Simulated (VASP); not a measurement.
Set up this calculation in VASP 6.6.1, as the native input.

| Quantity | Value |
| --- | --- |
| Task | single point |
| Functional | revPBE |
| Potentials or basis | VASP PAW PBE potentials, release 64 (Si, N) |
| Cutoff | 520 eV |
| k mesh | 7 × 7 × 7 |
| Occupations | fermi-dirac, width 0.05 eV |
| Spin | no spin polarisation |
| Dipole correction | no |
| Further INCAR settings | ALGO = Normal; EDIFF = 1e-06; NBANDS = 25 |

The structure of Si3N4 lies in POSCAR:

```
Si3N4
1.0
    4.1482289318      0.0000000000      0.0000000000
    0.0000000000      4.1482289318      0.0000000000
    0.0000000000      0.0000000000      4.1482289318
Si N
3 4
Direct
    0.0000000000      0.0000000000      0.5000000000
    0.5000000000      0.0000000000      0.0000000000
    0.0000000000      0.5000000000      0.0000000000
    0.2393949520      0.2393949520      0.7606050480
    0.7606050480      0.7606050480      0.7606050480
    0.2393949520      0.7606050480      0.2393949520
    0.7606050480      0.2393949520      0.2393949520
```

These files were run (other wordings do the same):

INCAR

```
PREC = Accurate
ENCUT = 520
EDIFF = 1E-6
ISMEAR = -1
SIGMA = 0.05
LREAL = F
LASPH = T
NELM = 80
ALGO = Normal
ISIF = 2
LWAVE = F
LCHARG = F
GGA = RE
NBANDS = 25
```

KPOINTS

```
Automatic mesh
0
Gamma
  7 7 7
```

Potentials or basis: VASP PAW PBE potentials, release 64 (Si, N).

Launch:

```bash
$ cat potpaw_PBE.64/Si/POTCAR potpaw_PBE.64/N/POTCAR > POTCAR
$ mpirun -np 1 vasp_std > vasp.out
```

Results of the run:

| Quantity | Value |
| --- | --- |
| Pressure | -0.6 GPa |
| Largest force | 0.032 eV/Å |
| Band gap on the k mesh | 2.76 eV, indirect (least direct gap 2.94 eV) |

Caveat: the PAW data sets were made with another functional, which shifts forces and pressure a little.

Run time: 11 s on 1 thread of Intel(R) Xeon(R) 6975P-C (Granite Rapids), on a shared host, peak memory 0.17 GiB.
